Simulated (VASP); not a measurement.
Wanted: the native input for a VASP 6.6.1 run.

```
Task                   : relaxation of cell and atoms
Functional             : PBE
Potentials or basis    : VASP PAW PBE potentials, release 64 (Nb_sv, Bi_d, F)
Cutoff                 : 600 eV
k mesh                 : 6 × 6 × 6
Occupations            : gaussian, width 0.1 eV
Spin                   : collinear spin
Starting moments       : [0.32, 0.0, 0.0] μB
Dipole correction      : no
Further INCAR settings : ALGO = Normal; EDIFF = 1e-06; IBRION = 2; EDIFFG = -0.04; NSW = 90; ISIF = 3
```

The structure of NbBiF lies in POSCAR:

```
NbBiF
1.0
    4.8353056494      0.0000000000      0.0000000000
   -2.4176528247      4.1874975274      0.0000000000
    0.0000000000      0.0000000000      3.1017097370
Nb Bi F
1 1 1
Direct
    0.3333333333      0.6666666667      0.5000000000
    0.6666666667      0.3333333333      0.5000000000
    0.0000000000      0.0000000000      0.0000000000
```

The cell was generated, and may not be a known phase.

The input as run:

INCAR

```
PREC     = Accurate       # precision mode
ENCUT    = 600            # plane-wave cutoff, eV
EDIFF    = 1E-6           # SCF threshold, eV
ISMEAR   = 0              # smearing method
SIGMA    = 0.1            # smearing width, eV
LREAL    = F              # projectors in reciprocal space
LASPH    = T              # aspherical terms in the spheres
NELM     = 150            # most SCF steps
ALGO     = Normal         # electronic algorithm
ISIF     = 3              # what is computed and relaxed
LWAVE    = F              # write WAVECAR
LCHARG   = F              # write CHGCAR
ISPIN    = 2              # spin polarisation
MAGMOM   = 0.32 0 0       # initial moments
LORBIT   = 11             # projections on sites
LMAXMIX  = 4              # l up to which the mixer works
GGA      = PE             # functional
IBRION   = 2              # ionic algorithm
NSW      = 90             # ionic steps
EDIFFG   = -0.04          # ionic threshold
```

KPOINTS

```
Automatic mesh
0
Gamma
  6 6 6
```

Potentials or basis: VASP PAW PBE potentials, release 64 (Nb_sv, Bi_d, F).

The run is started by

```sh
$ cat potpaw_PBE.64/Nb_sv/POTCAR potpaw_PBE.64/Bi_d/POTCAR potpaw_PBE.64/F/POTCAR > POTCAR
$ mpirun -np 1 vasp_std > vasp.out
```

Results of the run:

```
Relaxed volume                                        : 20.46 Å³/atom
Relaxed cell                                          : a = 4.888 Å, b = 4.888 Å, c = 2.967 Å, α = 90.00°, β = 90.00°, γ = 120.00°
Space group after relaxing (to 0.1 Å)                 : P-6m2 (No. 187)
Energy gained by relaxing                             : 26.1 meV/atom
Ionic steps                                           : 6
Pressure after relaxing                               : 0.0 GPa
Net moment                                            : 0.29 μB per cell
Site moments                                          : Nb +0.21; Bi -0.01; F +0.01 μB
Valence electrons inside the program's atomic spheres : Nb 10.57; Bi 13.00; F 5.99
```

Caveat: a moment this small can come from the mesh or the smearing.

Run time: 3.6 min on 1 thread of Intel(R) Xeon(R) Platinum 8488C (Sapphire Rapids), with other jobs on the host, peak memory 0.29 GiB.
